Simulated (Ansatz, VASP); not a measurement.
TiO2: VASP beside Ansatz

INCAR

```
PREC = Accurate ; ENCUT = 520
EDIFF = 1E-6 ; ISMEAR = 0
SIGMA = 0.01 ; LREAL = False
LASPH = True ; NELM = 80
ALGO = Normal ; ISIF = 2
LWAVE = False ; LCHARG = False
GGA = PS ; NBANDS = 33
```

KPOINTS

```
regular mesh
0
Gamma
  6 6 4
```

The input POSCAR:

```
TiO2
1.0
    2.6817633294     -2.6823787596      0.0000000000
    2.6817633294      2.6823787596      0.0000000000
   -2.6099106155      0.0000000000      4.7536155166
Ti O
2 4
Direct
    0.1341100000      0.8658900000      0.2500000000
    0.8658900000      0.1341100000      0.7500000000
    0.3312210000      0.0887550000      0.6671490000
    0.6687790000      0.9112450000      0.3328510000
    0.9112450000      0.6687790000      0.8328510000
    0.0887550000      0.3312210000      0.1671490000
```

Input for Ansatz:

```yaml
crystal:
  lattice:
    - [2.681763329356989, -2.682378759550228, 0.0]
    - [2.681763329356989, 2.682378759550228, 0.0]
    - [-2.6099106155077285, 0.0, 4.753615516596214]
  atoms:
    - { symbol: Ti, position: [0.13411, 0.86589, 0.25] }
    - { symbol: Ti, position: [0.86589, 0.13411, 0.75] }
    - { symbol: O, position: [0.331221, 0.088755, 0.667149] }
    - { symbol: O, position: [0.668779, 0.911245, 0.332851] }
    - { symbol: O, position: [0.911245, 0.668779, 0.832851] }
    - { symbol: O, position: [0.088755, 0.331221, 0.167149] }
basis:
  ecutwfc: 500.0
kpoints:
  mp_grid:
    grid: [6, 6, 4]
hamiltonian:
  xc: pbesol
scf:
  occupations:
    method: fixed
output:
  stress: true
```

Alike in both runs: task single point; functional PBEsol; k mesh 6 × 6 × 4; no spin polarisation.

|  | VASP | Ansatz |
| --- | --- | --- |
| version | VASP 6.6.1 | Ansatz 0.2.0 |
| potentials or method | VASP PAW PBE potentials, release 64 (Ti_sv, O), cutoff 520 eV | plane waves, PAW |
| occupations | gaussian, width 0.01 eV | fixed |
| valence electrons in the cell | 48 | 48 |

|  | VASP | Ansatz | Ansatz less VASP |
| --- | --- | --- | --- |
| pressure (GPa) | -1.4 | -2.1 | -0.69 |
| traceless stress, the component that is largest in VASP (GPa) | 0.39 | 0.34 | -0.053 |

VASP's potentials were made for PBE, not for PBEsol.
